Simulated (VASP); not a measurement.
# Au (Fm-3m) in VASP: single point with LDA

Aim: the single point of Au with LDA.

Everything below comes from runs of VASP 6.6.1. Logs are shortened: lines on timing, memory, paths and dates and some standing lists are left out, and cuts for length are marked.

**1. The cell of the first run**

It takes space group Fm-3m (No. 225, cubic). The conventional cell has a = 4.091 Å, b = 4.091 Å, c = 4.091 Å, α = 90.00°, β = 90.00°, γ = 90.00°. Within 3.8 Å of Au (site symmetry m-3m) lie 12 Au at 2.89 Å.

**2. Single point, LDA**

INCAR reads:

```
SYSTEM = Au
ALGO = Fast ; EDIFF = 1E-6
ENCUT = 520 ; GGA = CA
ISIF = 2 ; ISMEAR = 0
LASPH = .True. ; LCHARG = .False.
LREAL = .False. ; LWAVE = .False.
NBANDS = 42 ; NELM = 60
PREC = Accurate ; SIGMA = 0.15
```

KPOINTS reads:

```
k-points
0
Gamma
  18 18 4
  0 0 0
```

POSCAR reads:

```
Au
1.0
    2.0455000000     -2.0455000000      0.0000000000
    2.0455000000      0.0000000000     -2.0455000000
    8.1820000000      8.1820000000      8.1820000000
Au
6
Direct
    0.6666666667      0.6666666667      0.1666666667
    0.0000000000      0.0000000000      0.0000000000
    0.3333333333      0.3333333333      0.3333333333
    0.6666666667      0.6666666667      0.6666666667
    0.0000000000      0.0000000000      0.5000000000
    0.3333333333      0.3333333333      0.8333333333
```

Potentials or basis: VASP PAW LDA potentials, release 64 (Au).

The run is started by

```console
cat potpaw_LDA.64/Au/POTCAR > POTCAR
mpirun -np 1 vasp_std > vasp.out
```

OUTCAR:

```text
SYSTEM = Au
   EDIFF = 1E-6
   ENCUT = 520
   GGA = CA
   ISIF = 2
   ISMEAR = 0
   LASPH = .True.
   LREAL = .False.
   NELM = 60
   PREC = Accurate

 ion  position               nearest neighbor table
   1  0.667  0.667  0.167-   3 2.89   3 2.89   3 2.89   2 2.89   2 2.89   2 2.89
   2  0.000  0.000  0.000-   1 2.89   6 2.89   1 2.89   1 2.89   6 2.89   6 2.89
   3  0.333  0.333  0.333-   1 2.89   1 2.89   1 2.89   5 2.89   5 2.89   5 2.89
   4  0.667  0.667  0.667-   6 2.89   6 2.89   6 2.89   5 2.89   5 2.89   5 2.89
   5  0.000  0.000  0.500-   3 2.89   4 2.89   4 2.89   4 2.89   3 2.89   3 2.89
   6  0.333  0.333  0.833-   4 2.89   4 2.89   4 2.89   2 2.89   2 2.89   2 2.89

  LATTYP: Found a hexagonal cell.
 ALAT       =     2.8927738418
 C/A-ratio  =     4.8989794856

  Lattice vectors:

 A1 = (  -2.0455000000,   0.0000000000,   2.0455000000)
 A2 = (   2.0455000000,  -2.0455000000,   0.0000000000)
 A3 = (   8.1820000000,   8.1820000000,   8.1820000000)

Analysis of symmetry for initial positions (statically):
=====================================================================
 Subroutine PRICEL returns following result:

  LATTYP: Found a face centered cubic cell.
 ALAT       =     4.0910000006

  Lattice vectors:

 A1 = (  -2.0455000004,  -2.0455000002,  -0.0000000002)
 A2 = (  -0.0000000012,  -2.0455000006,   2.0454999994)
 A3 = (  -2.0455000000,   0.0000000000,   2.0455000000)

   6 primitive cells build up your supercell.

 Routine SETGRP: Setting up the symmetry group for a
 hexagonal supercell.

 Subroutine GETGRP returns: Found 12 space group operations
 (whereof 12 operations were pure point group operations)
 out of a pool of 24 trial point group operations.

The static configuration has the point symmetry D_3d.

Analysis of symmetry for dynamics (positions and initial velocities):
=====================================================================
 Subroutine PRICEL returns following result:

  LATTYP: Found a face centered cubic cell.
 ALAT       =     4.0910000006

  Lattice vectors:

 A1 = (  -2.0455000004,  -2.0455000002,  -0.0000000002)
 A2 = (  -0.0000000012,  -2.0455000006,   2.0454999994)
 A3 = (  -2.0455000000,   0.0000000000,   2.0455000000)

   6 primitive cells build up your supercell.

 Routine SETGRP: Setting up the symmetry group for a
 hexagonal supercell.

 Subroutine GETGRP returns: Found 12 space group operations
 (whereof 12 operations were pure point group operations)
 out of a pool of 24 trial point group operations.

The dynamic configuration has the point symmetry D_3d.

 Subroutine INISYM returns: Found 12 space group operations
 (whereof 12 operations are pure point group operations),
 and found     6 'primitive' translations

----------------------------------------------------------------------------------------

                                     Primitive cell

  volume of cell :      17.1170

  direct lattice vectors                    reciprocal lattice vectors
    -2.045500000 -2.045500000 -0.000000000    -0.244439013 -0.244439012 -0.244439013
    -0.000000001 -2.045500001  2.045499999     0.244439013 -0.244439013  0.244439013
    -2.045500000  0.000000000  2.045500000    -0.244439012  0.244439012  0.244439012

  length of vectors
     2.892773842  2.892773842  2.892773842     0.423380789  0.423380789  0.423380789

  position of ions in fractional coordinates (direct lattice)
     0.999999999  0.000000000  1.000000000

  ion indices of the primitive-cell ions
   primitive index   ion index
                 1           1

----------------------------------------------------------------------------------------

 KPOINTS: k-points

Automatic generation of k-mesh.
 Grid dimensions read from file:
 generate k-points for:   18   18    4

 Generating k-lattice:

  Cartesian coordinates                     Fractional coordinates (reciprocal lattice)
     0.009053297 -0.018106594  0.009053297     0.055555556  0.000000000  0.000000000
     0.009053297  0.009053297 -0.018106594     0.000000000  0.055555556  0.000000000
     0.010184959  0.010184959  0.010184959     0.000000000  0.000000000  0.250000000

  Length of vectors
     0.022175958  0.022175958  0.017640866

  Shift w.r.t. Gamma in fractional coordinates (k-lattice)
     0.000000000  0.000000000  0.000000000

 Subroutine IBZKPT returns following result:
 ===========================================

 Found    138 irreducible k-points:

 Following reciprocal coordinates:
            Coordinates               Weight
  0.000000  0.000000  0.000000      1.000000
  0.055556  0.000000  0.000000      6.000000
  0.111111  0.000000  0.000000      6.000000
  0.166667  0.000000  0.000000      6.000000
  0.222222  0.000000  0.000000      6.000000
  0.277778  0.000000  0.000000      6.000000
[... 16 lines left out ...]
  0.444444  0.111111 -0.000000     12.000000
  0.500000  0.111111  0.000000     12.000000
 [... further k-points ...]
   k-points           NKPTS =    138   k-points in BZ     NKDIM =    138   number of bands    NBANDS=     42
   number of dos      NEDOS =    301   number of ions     NIONS =      6
   total plane-waves  NPLWV =  62208
   dimension x,y,z NGX =    24 NGY =   24 NGZ =  108
   dimension x,y,z NGXF=    48 NGYF=   48 NGZF=  216
   ions per type =               6
   NGX,Y,Z   is equivalent  to a cutoff of  13.79, 13.79, 12.67 a.u.
   NGXF,Y,Z  is equivalent  to a cutoff of  27.59, 27.59, 25.34 a.u.
 SYSTEM =  Au
   PREC   = accura    normal or accurate (medium, high low for compatibility)
   ISTART =      0    job   : 0-new  1-cont  2-samecut
   ICHARG =      2    charge: 1-file 2-atom 10-const
   ISPIN  =      1    spin polarized calculation?
   LNONCOLLINEAR =      F non collinear calculations
   LSORBIT =      F    spin-orbit coupling
   LASPH  =      T    aspherical Exc in radial PAW
   ENCUT  =  520.0 eV  38.22 Ry    6.18 a.u.   5.38  5.38 26.35*2*pi/ulx,y,z
   NELM   =     60;   NELMIN=  2; NELMDL= -5     # of ELM steps
   EDIFF  = 0.1E-05   stopping-criterion for ELM
   LREAL  =      F    real-space projection
   EDIFFG = 0.1E-04   stopping-criterion for IOM
   NSW    =      0    number of steps for IOM
   IBRION =     -1    ionic relax: 0-MD 1-quasi-New 2-CG
   NFREE  =      0    steps in history (QN), initial steepest desc. (CG)
   ISIF   =      2    stress and relaxation
   ISYM   =      2    0-nonsym 1-usesym 2-fastsym
   POTIM  = 0.5000    time-step for ionic-motion
   TEBEG  =    0.0;   TEEND  =   0.0 temperature during run
   PSTRESS=    0.0 pullay stress
   NELECT =      66.0000    total number of electrons
   NUPDOWN=      -1.0000    fix difference up-down
   EMIN   =  10.00;   EMAX   =-10.00  energy-range for DOS
   EFERMI =   0.00;   METHOD = LEGACY
   ISMEAR =     0;   SIGMA  =   0.15  broadening in eV -4-tet -1-fermi 0-gaus
   EFERMI_NEDOS =   21; number of points for ismear=-14 and -15
   IALGO  =     68    algorithm
   IMIX   =      4    mixing-type and parameters
     AMIX     =   0.40;   BMIX     =  1.00
     AMIX_MAG =   1.60;   BMIX_MAG =  1.00
  volume/ion in A,a.u.               =      17.12       115.51
  Fermi-wavevector in a.u.,A,eV,Ry     =   1.412742  2.669696 27.155058  1.995840
  Thomas-Fermi vector in A             =   2.534459
   LORBIT       =      0    0 simple, 1 ext, 2 COOP (PROOUT), +10 PAW based schemes
   GGA     = CA    functional components
   LHFCALC =     F    Hartree Fock is set to
   AEXX    =    0.0000 exact exchange contribution
   IVDW    =     0    specifies the selected vdW correction
   LEPSILON=     F    determine dielectric tensor
   LRPA    =     F    only Hartree local field effects (RPA)
 non-spin polarized calculation
 RMM-DIIS sequential band-by-band and
 Gauss-broadening in eV      SIGMA  =   0.15
  energy-cutoff  :      520.00
  volume of cell :      102.70
 maximum number of plane-waves:      2836
 NGX is ok and might be reduce to    24
   NGX = 11   NGY = 11   NGZ = 53

 number of electron      66.0000010 magnetization

 Free energy of the ion-electron system (eV)
  ---------------------------------------------------
  ext. energy  EPLUGINS =         0.00000000
  ---------------------------------------------------
  free energy    TOTEN  =       -26.63292627 eV

  energy without entropy =      -26.61376519  energy(sigma->0) =      -26.62334573

 E-fermi :   9.2003     XC(G=0): -12.9578

 val. band max:        9.1919481487   @ k =   0.4444   0.0000   0.2500
 cond. band min:       9.2379748475   @ k =   0.2222   0.2778   0.2500
 fundamental gap:      0.0460266987
 Fermi energy:         9.2002750578

 k-point     1 :       0.0000    0.0000    0.0000
  band No.  band energies     occupation
      1      -0.6577      2.00000
      2       0.2542      2.00000
      3       0.2542      2.00000
      4       1.7395      2.00000
      5       1.7395      2.00000
      6       1.8968      2.00000
[... 34 lines left out ...]
     41      23.3639      0.00000
     42      23.4731      0.00000

 k-point     2 :       0.0556    0.0000    0.0000
  band No.  band energies     occupation
      1      -0.5620      2.00000
      2       0.3448      2.00000
      3       0.3454      2.00000
      4       1.8268      2.00000
      5       1.8300      2.00000
      6       1.9769      2.00000
[... 34 lines left out ...]
     41      23.4317      0.00000
     42      23.5148      0.00000

 k-point     3 :       0.1111    0.0000    0.0000
  band No.  band energies     occupation
      1      -0.2807      2.00000
      2       0.6046      2.00000
      3       0.6110      2.00000
      4       2.0666      2.00000
      5       2.0958      2.00000
      6       2.2044      2.00000
[... 897 lines left out ...]
      4       2.7218      2.00000
      5       2.7903      2.00000
      6       2.9555      2.00000
[... 34 lines left out ...]
     41      16.6606      0.00000
     42      16.9606      0.00000

 k-point    24 :       0.5000    0.1111    0.0000
  band No.  band energies     occupation
      1       2.1381      2.00000
      2       2.3777      2.00000
      3       2.6368      2.00000
      4       2.6823      2.00000
      5       2.7983      2.00000
      6       2.8533      2.00000
[... 34 lines left out ...]
     41      15.1873      0.00000
     42      17.3696      0.00000

 [... further k-points ...]

------------------------ aborting loop because EDIFF is reached ----------------------------------------

  FORCE on cell =-STRESS in cart. coord.  units (eV):
  Direction    XX          YY          ZZ          XY          YZ          ZX
  --------------------------------------------------------------------------------------
  -------------------------------------------------------------------------------------
  Total       -3.3577319     -3.3577319     -3.3577319     -0.1349157     -0.1349157     -0.1349157
  in kB      -52.3813760    -52.3813760    -52.3813760     -2.1047161     -2.1047161     -2.1047161
  external PRESSURE =     -52.3813760 kB  Pullay stress =       0.0000000 kB

 VOLUME and BASIS-vectors are now :
 -----------------------------------------------------------------------------
  energy-cutoff  :      520.00
  volume of cell :      102.70
      direct lattice vectors                 reciprocal lattice vectors
     2.045500000 -2.045500000  0.000000000     0.162959342 -0.325918683  0.162959342
     2.045500000  0.000000000 -2.045500000     0.162959342  0.162959342 -0.325918683
     8.182000000  8.182000000  8.182000000     0.040739835  0.040739835  0.040739835

 POSITION                                       TOTAL-FORCE (eV/Angst)
 -----------------------------------------------------------------------------------
      4.09100      0.00000      0.00000         0.000000      0.000000      0.000000
      0.00000      0.00000      0.00000         0.000000      0.000000      0.000000
      4.09100      2.04550      2.04550        -0.000000      0.000000      0.000000
      8.18200      4.09100      4.09100        -0.000000     -0.000000     -0.000000
      4.09100      4.09100      4.09100         0.000000      0.000000      0.000000
      8.18200      6.13650      6.13650        -0.000000      0.000000      0.000000
 -----------------------------------------------------------------------------------
    total drift:                               -0.000000      0.000000      0.000000

  FREE ENERGIE OF THE ION-ELECTRON SYSTEM (eV)
  ---------------------------------------------------
  free  energy   TOTEN  =       -26.6329262715 eV

  energy  without entropy=      -26.6137651947  energy(sigma->0) =      -26.62334573
```

It took 9.9 min on 1 thread of Oxide Virtual Turin-like, shared host; peak memory 0.46 GiB.

Results:

```
Free energy            : -26.6329 eV
Pressure               : -5.2 GPa
Band gap on the k mesh : zero (bands 33 and 34 overlap by 4.93 eV)
```

Caveat: the cell stands under tension; spin-orbit coupling is left out, which moves the levels of the heavy elements.

The gap in the log of VASP goes by the Fermi energy; the results here count the filled bands.